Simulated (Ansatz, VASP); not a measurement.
One calculation of ScSi3, two programs

The input INCAR:

```
ALGO     = Normal         # electronic algorithm
EDIFF    = 1E-7           # SCF threshold, eV
ENCUT    = 520            # plane-wave cutoff, eV
GGA      = PE             # functional
ISIF     = 2              # what is computed and relaxed
ISMEAR   = 0              # smearing method
LASPH    = True           # aspherical terms in the spheres
LCHARG   = False          # write CHGCAR
LREAL    = False          # projectors in reciprocal space
LWAVE    = False          # write WAVECAR
NBANDS   = 20             # bands
NELM     = 100            # most SCF steps
PREC     = Accurate       # precision mode
SIGMA    = 0.05           # smearing width, eV
```

File KPOINTS:

```
k-points
0
Gamma
  8 8 8
```

File POSCAR:

```
ScSi3
1.0
    3.9655533451      0.0000000000      0.0000000000
    0.0000000000      3.9655533451      0.0000000000
    0.0000000000      0.0000000000      3.9655533451
Sc Si
1 3
Direct
    0.0000000000      0.0000000000      0.0000000000
    0.0000000000      0.5000000000      0.5000000000
    0.5000000000      0.5000000000      0.0000000000
    0.5000000000      0.0000000000      0.5000000000
```

Input for Ansatz:

```yaml
crystal:
  lattice:
    - [3.9655533451, 0.0, 0.0]
    - [0.0, 3.9655533451, 0.0]
    - [0.0, 0.0, 3.9655533451]
  atoms:
    - { symbol: Sc, position: [0.0, 0.0, 0.0] }
    - { symbol: Si, position: [0.0, 0.5, 0.5] }
    - { symbol: Si, position: [0.5, 0.5, 0.0] }
    - { symbol: Si, position: [0.5, 0.0, 0.5] }
basis:
  ecutwfc: 420
  ecutrho_ratio: 4
kpoints:
  mp_grid: { grid: [8, 8, 8] }
hamiltonian:
  xc: pbe
scf:
  occupations: { method: gaussian, width: 0.05 }
output:
  forces: true
  stress: true
  eigenvalues: true
```

Alike in both runs: task single point; functional PBE; k mesh 8 × 8 × 8; occupations gaussian, width 0.05 eV; no spin polarisation.

|  | VASP | Ansatz |
| --- | --- | --- |
| version | VASP 6.6.1 | Ansatz 0.2.0 |
| potentials or method | VASP PAW PBE potentials, release 64 (Sc_sv, Si), cutoff 520 eV | scalar-relativistic, plane waves, PAW |
| valence electrons in the cell | 23 | 23 |

|  | VASP | Ansatz | Ansatz less VASP |
| --- | --- | --- | --- |
| gap on the k mesh at the Fermi level (eV) | none | none | - |
| pressure (GPa) | 0.1 | 0.0 | -0.12 |

A gap of «none» marks a metal or a gap that the smearing closes.
